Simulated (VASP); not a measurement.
# LiCl in VASP: notebook

Runs on LiCl. Level: HSE06. Tasks: single point.

Everything below comes from runs of VASP 6.6.1. Logs are shortened: lines on timing, memory, paths and dates and some standing lists are left out, and cuts for length are marked.

## 1. The cell of the first run

It takes space group Fm-3m (No. 225, cubic). Conventional cell: a = 5.112 Å, b = 5.112 Å, c = 5.112 Å, α = 90.00°, β = 90.00°, γ = 90.00°. Li (site symmetry m-3m) has 6 Cl at 2.56 Å within 3.4 Å. Within 3.4 Å of Cl (site symmetry m-3m) lie 6 Li at 2.56 Å.

## 2. Single point, HSE06

POSCAR reads:

```
LiCl
1.0
    0.0000000000      2.5560369926      2.5560369926
    2.5560369926      0.0000000000      2.5560369926
    2.5560369926      2.5560369926      0.0000000000
Li Cl
1 1
Direct
    0.0000000000      0.0000000000      0.0000000000
    0.5000000000      0.5000000000      0.5000000000
```

INCAR.step1 reads:

```
  PREC = Accurate
  ENCUT = 520
  EDIFF = 1E-5
  ISMEAR = 0
  SIGMA = 0.01
  LREAL = False
  LASPH = True
  NELM = 60
  ALGO = Normal
  ISIF = 2
  LWAVE = True
  GGA = PE
  NBANDS = 12
```

INCAR.step2 reads:

```
  PREC = Accurate
  ENCUT = 520
  EDIFF = 1E-7
  ISMEAR = 0
  SIGMA = 0.01
  LREAL = False
  LASPH = True
  NELM = 60
  ALGO = Normal
  ISIF = 2
  LWAVE = False
  LCHARG = True
  GGA = PE
  LHFCALC = True
  HFSCREEN = 0.2079
  PRECFOCK = Normal
  LELF = True
  LVHAR = True
  ISTART = 1
  NBANDS = 12
```

KPOINTS reads:

```
Automatic mesh
0
Gamma
  6 6 6
```

Potentials or basis: VASP PAW PBE potentials, release 64 (Li_sv, Cl).

The run is started by

```sh
cat potpaw_PBE.64/Li_sv/POTCAR potpaw_PBE.64/Cl/POTCAR > POTCAR
cp INCAR.step1 INCAR
mpirun -np 1 vasp_std > vasp.out
cp INCAR.step2 INCAR
mpirun -np 1 vasp_std > vasp.out
```

OUTCAR:

```text
PREC = Accurate
   ENCUT = 520
   EDIFF = 1E-7
   ISMEAR = 0
   LREAL = False
   LASPH = True
   NELM = 60
   ISIF = 2
   GGA = PE
   LHFCALC = True
   HFSCREEN = 0.2079
   PRECFOCK = Normal
   ISTART = 1

 ion  position               nearest neighbor table
   1  0.000  0.000  0.000-   2 2.56   2 2.56   2 2.56   2 2.56   2 2.56   2 2.56
   2  0.500  0.500  0.500-   1 2.56   1 2.56   1 2.56   1 2.56   1 2.56   1 2.56

  LATTYP: Found a face centered cubic cell.
 ALAT       =     5.1120739852

  Lattice vectors:

 A1 = (   0.0000000000,   2.5560369926,   2.5560369926)
 A2 = (   2.5560369926,   0.0000000000,   2.5560369926)
 A3 = (   2.5560369926,   2.5560369926,   0.0000000000)

Analysis of symmetry for initial positions (statically):
=====================================================================
 Subroutine PRICEL returns:
 Original cell was already a primitive cell.

 Routine SETGRP: Setting up the symmetry group for a
 face centered cubic supercell.

 Subroutine GETGRP returns: Found 48 space group operations
 (whereof 48 operations were pure point group operations)
 out of a pool of 48 trial point group operations.

The static configuration has the point symmetry O_h .

Analysis of symmetry for dynamics (positions and initial velocities):
=====================================================================
 Subroutine PRICEL returns:
 Original cell was already a primitive cell.

 Routine SETGRP: Setting up the symmetry group for a
 face centered cubic supercell.

 Subroutine GETGRP returns: Found 48 space group operations
 (whereof 48 operations were pure point group operations)
 out of a pool of 48 trial point group operations.

The dynamic configuration has the point symmetry O_h .

 Subroutine INISYM returns: Found 48 space group operations
 (whereof 48 operations are pure point group operations),
 and found     1 'primitive' translations

----------------------------------------------------------------------------------------

                                     Primitive cell

  volume of cell :      33.3988

  direct lattice vectors                    reciprocal lattice vectors
     0.000000000  2.556036993  2.556036993    -0.195615322  0.195615322  0.195615322
     2.556036993  0.000000000  2.556036993     0.195615322 -0.195615322  0.195615322
     2.556036993  2.556036993  0.000000000     0.195615322  0.195615322 -0.195615322

  length of vectors
     3.614782181  3.614782181  3.614782181     0.338815677  0.338815677  0.338815677

  position of ions in fractional coordinates (direct lattice)
     0.000000000  0.000000000  0.000000000
     0.500000000  0.500000000  0.500000000

  ion indices of the primitive-cell ions
   primitive index   ion index
                 1           1
                 2           2

----------------------------------------------------------------------------------------

 KPOINTS: Automatic mesh

Automatic generation of k-mesh.
 Grid dimensions read from file:
 generate k-points for:    6    6    6

 Generating k-lattice:

  Cartesian coordinates                     Fractional coordinates (reciprocal lattice)
    -0.032602554  0.032602554  0.032602554     0.166666667  0.000000000  0.000000000
     0.032602554 -0.032602554  0.032602554     0.000000000  0.166666667  0.000000000
     0.032602554  0.032602554 -0.032602554     0.000000000  0.000000000  0.166666667

  Length of vectors
     0.056469279  0.056469279  0.056469279

  Shift w.r.t. Gamma in fractional coordinates (k-lattice)
     0.000000000  0.000000000  0.000000000

 Subroutine IBZKPT returns following result:
 ===========================================

 Found     16 irreducible k-points:

 Following reciprocal coordinates:
            Coordinates               Weight
  0.000000  0.000000  0.000000      1.000000
  0.166667  0.000000  0.000000      8.000000
  0.333333  0.000000  0.000000      8.000000
  0.500000  0.000000  0.000000      4.000000
  0.166667  0.166667  0.000000      6.000000
  0.333333  0.166667  0.000000     24.000000
[... 8 lines left out ...]
 -0.333333  0.333333  0.166667     24.000000
 -0.333333  0.500000  0.166667     12.000000
   k-points           NKPTS =     16   k-points in BZ     NKDIM =    216   number of bands    NBANDS=     12
   number of dos      NEDOS =    301   number of ions     NIONS =      2
   total plane-waves  NPLWV =  21952
   dimension x,y,z NGX =    28 NGY =   28 NGZ =   28
   dimension x,y,z NGXF=    56 NGYF=   56 NGZF=   56
   ions per type =               1   1
   NGX,Y,Z   is equivalent  to a cutoff of  12.88, 12.88, 12.88 a.u.
   NGXF,Y,Z  is equivalent  to a cutoff of  25.75, 25.75, 25.75 a.u.
 SYSTEM =  unknown system
   PREC   = accura    normal or accurate (medium, high low for compatibility)
   ISTART =      1    job   : 0-new  1-cont  2-samecut
   ICHARG =      0    charge: 1-file 2-atom 10-const
   ISPIN  =      1    spin polarized calculation?
   LNONCOLLINEAR =      F non collinear calculations
   LSORBIT =      F    spin-orbit coupling
   LASPH  =      T    aspherical Exc in radial PAW
   ENCUT  =  520.0 eV  38.22 Ry    6.18 a.u.   6.72  6.72  6.72*2*pi/ulx,y,z
   NELM   =     60;   NELMIN=  2; NELMDL=  0     # of ELM steps
   EDIFF  = 0.1E-06   stopping-criterion for ELM
   LREAL  =      F    real-space projection
   EDIFFG = 0.1E-05   stopping-criterion for IOM
   NSW    =      0    number of steps for IOM
   IBRION =     -1    ionic relax: 0-MD 1-quasi-New 2-CG
   NFREE  =      0    steps in history (QN), initial steepest desc. (CG)
   ISIF   =      2    stress and relaxation
   ISYM   =      3    0-nonsym 1-usesym 2-fastsym
   POTIM  = 0.5000    time-step for ionic-motion
   TEBEG  =    0.0;   TEEND  =   0.0 temperature during run
   PSTRESS=    0.0 pullay stress
   NELECT =      10.0000    total number of electrons
   NUPDOWN=      -1.0000    fix difference up-down
   EMIN   =  10.00;   EMAX   =-10.00  energy-range for DOS
   EFERMI =   0.00;   METHOD = LEGACY
   ISMEAR =     0;   SIGMA  =   0.01  broadening in eV -4-tet -1-fermi 0-gaus
   EFERMI_NEDOS =   21; number of points for ismear=-14 and -15
   IALGO  =     38    algorithm
   IMIX   =      1    mixing-type and parameters
     AMIX     =   0.40;   BMIX     =  1.00
     AMIX_MAG =   1.60;   BMIX_MAG =  1.00
  volume/ion in A,a.u.               =      16.70       112.69
  Fermi-wavevector in a.u.,A,eV,Ry     =   1.095211  2.069648 16.320006  1.199487
  Thomas-Fermi vector in A             =   2.231530
   LORBIT       =      0    0 simple, 1 ext, 2 COOP (PROOUT), +10 PAW based schemes
   GGA     = PE    functional components
   LHFCALC =     T    Hartree Fock is set to
   PRECFOCK=normal    Normal, Fast or Accurate (Low or Medium for compatibility)
   ENCUT4O =  -1.0   cutoff for four orbital integrals eV
   NKREDX  =     1    reduce k-point grid by
   NKREDY  =     1    reduce k-point grid by
   NKREDZ  =     1    reduce k-point grid by
   AEXX    =    0.2500 exact exchange contribution
   HFSCREEN=    0.2079 screening length (either q_TF or 0.3 A-1)
   HFSCREENC=   0.2079 screening length for correlation (either q_TF or 0.3 A-1)
   ENCUTFOCK=  -1.0 apply spherical cutoff to Coloumb kernel
   IVDW    =     0    specifies the selected vdW correction
   LEPSILON=     F    determine dielectric tensor
   LRPA    =     F    only Hartree local field effects (RPA)
 non-spin polarized calculation
 Gauss-broadening in eV      SIGMA  =   0.01
  energy-cutoff  :      520.00
  volume of cell :       33.40
 maximum number of plane-waves:       934
  NGX = 24; NGY = 24; NGZ = 24

 number of electron      10.0000003 magnetization

 Free energy of the ion-electron system (eV)
  ---------------------------------------------------
  ext. energy  EPLUGINS =         0.00000000
  ---------------------------------------------------
  free energy    TOTEN  =        -8.45942709 eV

  energy without entropy =       -8.45942709  energy(sigma->0) =       -8.45942709

 E-fermi :  -0.1767     XC(G=0):  -7.2957

 val. band max:       -0.3038097633   @ k =   0.0000   0.0000   0.0000
 cond. band min:       7.4900820272   @ k =   0.0000   0.0000   0.0000
 fundamental gap:      7.7938917905
 Fermi energy:        -0.1767379644

 k-point     1 :       0.0000    0.0000    0.0000
  band No.  band energies     occupation
      1     -46.5610      2.00000
      2     -15.0059      2.00000
      3      -0.3038      2.00000
      4      -0.3038      2.00000
      5      -0.3038      2.00000
      6       7.4901      0.00000
      7      13.1700      0.00000
      8      13.1700      0.00000
      9      13.1700      0.00000
     10      15.9833      0.00000
     11      15.9834      0.00000
     12      15.9877      0.00000

 k-point     2 :       0.1667    0.0000    0.0000
  band No.  band energies     occupation
      1     -46.5603      2.00000
      2     -14.8599      2.00000
      3      -1.2305      2.00000
      4      -0.3813      2.00000
      5      -0.3813      2.00000
      6       8.1973      0.00000
      7      12.1308      0.00000
      8      12.7782      0.00000
      9      12.7782      0.00000
     10      14.5277      0.00000
     11      14.5277      0.00000
     12      16.6070      0.00000

 k-point     3 :       0.3333    0.0000    0.0000
  band No.  band energies     occupation
      1     -46.5587      2.00000
      2     -14.5417      2.00000
      3      -2.7339      2.00000
      4      -0.5249      2.00000
      5      -0.5249      2.00000
      6       8.1691      0.00000
      7      11.2655      0.00000
      8      11.2656      0.00000
      9      13.1161      0.00000
     10      16.5176      0.00000
     11      16.5176      0.00000
     12      17.4164      0.00000

 k-point     4 :       0.5000    0.0000    0.0000
  band No.  band energies     occupation
      1     -46.5579      2.00000
      2     -14.3668      2.00000
      3      -3.3945      2.00000
      4      -0.5918      2.00000
      5      -0.5918      2.00000
      6       7.8299      0.00000
      7      10.6987      0.00000
      8      10.6987      0.00000
      9      14.5218      0.00000
     10      18.2788      0.00000
     11      18.7445      0.00000
     12      18.7446      0.00000

 k-point     5 :       0.1667    0.1667    0.0000
  band No.  band energies     occupation
      1     -46.5600      2.00000
      2     -14.8085      2.00000
      3      -1.1451      2.00000
      4      -0.6381      2.00000
      5      -0.6381      2.00000
      6       8.7400      0.00000
      7      11.5888      0.00000
      8      11.9872      0.00000
      9      13.4371      0.00000
     10      13.4371      0.00000
     11      16.5513      0.00000
     12      17.5847      0.00000
[... 108 lines left out ...]
      1     -46.5566      2.00000
      2     -14.0941      2.00000
      3      -3.4641      2.00000
      4      -1.5111      2.00000
      5      -1.5111      2.00000
      6       9.0205      0.00000
      7       9.3034      0.00000
      8      13.9294      0.00000
      9      15.6344      0.00000
     10      15.6344      0.00000
     11      18.6475      0.00000
     12      20.3252      0.00000

 k-point    14 :       0.5000    0.3333    0.1667
  band No.  band energies     occupation
      1     -46.5575      2.00000
      2     -14.2997      2.00000
      3      -2.7414      2.00000
      4      -1.7846      2.00000
      5      -0.9871      2.00000
      6      10.2573      0.00000
      7      10.5846      0.00000
      8      10.8291      0.00000
      9      13.2540      0.00000
     10      15.4524      0.00000
     11      19.3932      0.00000
     12      19.8982      0.00000

 k-point    15 :      -0.3333    0.3333    0.1667
  band No.  band energies     occupation
      1     -46.5569      2.00000
      2     -14.1719      2.00000
      3      -2.8904      2.00000
      4      -2.1863      2.00000
      5      -1.1632      2.00000
      6      10.0976      0.00000
      7      10.5572      0.00000
      8      12.2598      0.00000
      9      12.4815      0.00000
     10      16.6470      0.00000
     11      17.5580      0.00000
     12      20.1144      0.00000

 k-point    16 :      -0.3333    0.5000    0.1667
  band No.  band energies     occupation
      1     -46.5565      2.00000
      2     -14.1009      2.00000
      3      -3.0622      2.00000
      4      -2.1062      2.00000
      5      -1.4764      2.00000
      6       9.9306      0.00000
      7      10.5249      0.00000
      8      12.6927      0.00000
      9      12.7951      0.00000
     10      16.4487      0.00000
     11      18.7890      0.00000
     12      20.3662      0.00000

------------------------ aborting loop because EDIFF is reached ----------------------------------------

  FORCE on cell =-STRESS in cart. coord.  units (eV):
  Direction    XX          YY          ZZ          XY          YZ          ZX
  --------------------------------------------------------------------------------------
  -------------------------------------------------------------------------------------
  Total       -0.0042045     -0.0042045     -0.0042045     -0.0000000     -0.0000000     -0.0000000
  in kB       -0.2016944     -0.2016944     -0.2016944     -0.0000000     -0.0000000     -0.0000000
  external PRESSURE =      -0.2016944 kB  Pullay stress =       0.0000000 kB

 VOLUME and BASIS-vectors are now :
 -----------------------------------------------------------------------------
  energy-cutoff  :      520.00
  volume of cell :       33.40
      direct lattice vectors                 reciprocal lattice vectors
     0.000000000  2.556036993  2.556036993    -0.195615322  0.195615322  0.195615322
     2.556036993  0.000000000  2.556036993     0.195615322 -0.195615322  0.195615322
     2.556036993  2.556036993  0.000000000     0.195615322  0.195615322 -0.195615322

 POSITION                                       TOTAL-FORCE (eV/Angst)
 -----------------------------------------------------------------------------------
      0.00000      0.00000      0.00000         0.000000     -0.000000     -0.000000
      2.55604      2.55604      2.55604        -0.000000      0.000000      0.000000
 -----------------------------------------------------------------------------------
    total drift:                               -0.000000     -0.000000     -0.000000

  FREE ENERGIE OF THE ION-ELECTRON SYSTEM (eV)
  ---------------------------------------------------
  free  energy   TOTEN  =        -8.4594270938 eV

  energy  without entropy=       -8.4594270938  energy(sigma->0) =       -8.45942709
```

It took 11 min on 1 thread of Intel Xeon 8259CL, shared host; peak memory 0.24 GiB.

Results:

```
Free energy            : -8.4594 eV
Band gap on the k mesh : 7.79 eV
```

Caveat: the cutoff is under 1.25 times the usual one of these potentials, so pressure, stress and relaxed cells hold a basis-set (Pulay) error; the PAW data sets were made with another functional, which shifts forces and pressure a little. A k mesh can miss the band edges.

## 3. Single point, HSE06 (uniaxial x strain -0.5%)

POSCAR reads:

```
LiCl
1.0
    0.0000000000      2.5560369926      2.5560369926
    2.5432568076      0.0000000000      2.5560369926
    2.5432568076      2.5560369926      0.0000000000
Li Cl
1 1
Direct
    0.0000000000      0.0000000000      0.0000000000
    0.5000000000      0.5000000000      0.5000000000
```

INCAR.step1 reads:

```
SYSTEM = LiCl
ALGO = Normal
EDIFF = 1E-5
ENCUT = 520
GGA = PE
ISIF = 2
ISMEAR = 0
LASPH = .TRUE.
LREAL = .FALSE.
LWAVE = .TRUE.
NBANDS = 12
NELM = 100
PREC = Accurate
SIGMA = 0.01
```

INCAR.step2 reads:

```
SYSTEM = LiCl
ALGO = Normal
EDIFF = 1E-6
ENCUT = 520
GGA = PE
HFSCREEN = 0.2079
ISIF = 2
ISMEAR = 0
ISTART = 1
LASPH = .TRUE.
LCHARG = .TRUE.
LELF = .TRUE.
LHFCALC = .TRUE.
LREAL = .FALSE.
LVHAR = .TRUE.
LWAVE = .FALSE.
NBANDS = 12
NELM = 100
PREC = Accurate
PRECFOCK = Normal
SIGMA = 0.01
```

KPOINTS reads:

```
k-points
0
G
  6 6 6
  0 0 0
```

Potentials or basis: VASP PAW PBE potentials, release 64 (Li_sv, Cl).

The run is started by

```sh
cat potpaw_PBE.64/Li_sv/POTCAR potpaw_PBE.64/Cl/POTCAR > POTCAR
cp INCAR.step1 INCAR
mpirun -np 1 vasp_std > vasp.out
cp INCAR.step2 INCAR
mpirun -np 1 vasp_std > vasp.out
```

It took 20 min on 1 thread of Intel Xeon 8259CL, shared host; peak memory 0.24 GiB.

The run converged. Its results:

- Free energy: -8.4592 eV
- Band gap on the k mesh: 7.82 eV

Levels at points of the mesh, in eV from the valence-band top:
```tsv
k point	band 1	band 2	band 3	band 4	band 5	band 6	band 7	band 8	band 9	band 10
(0.00, 0.00, 0.00)	-46.25	-14.73	-0.02	0.00	0.00	7.82	13.46	13.46	13.50	16.28
(0.50, 0.00, 0.00)	-46.25	-14.08	-3.12	-0.30	-0.29	8.13	10.98	11.02	14.88	18.61
(0.50, 0.50, 0.00)	-46.25	-13.81	-3.19	-1.24	-1.20	9.34	9.60	14.25	15.93	16.04
(0.00, 0.50, 0.50)	-46.25	-13.80	-3.19	-1.23	-1.23	9.32	9.58	14.32	15.95	15.95
```

Caveat: the cell differs from its parent crystal (uniaxial x strain -0.5%); the cutoff is under 1.25 times the usual one of these potentials, so pressure, stress and relaxed cells hold a basis-set (Pulay) error; the PAW data sets were made with another functional, which shifts forces and pressure a little.
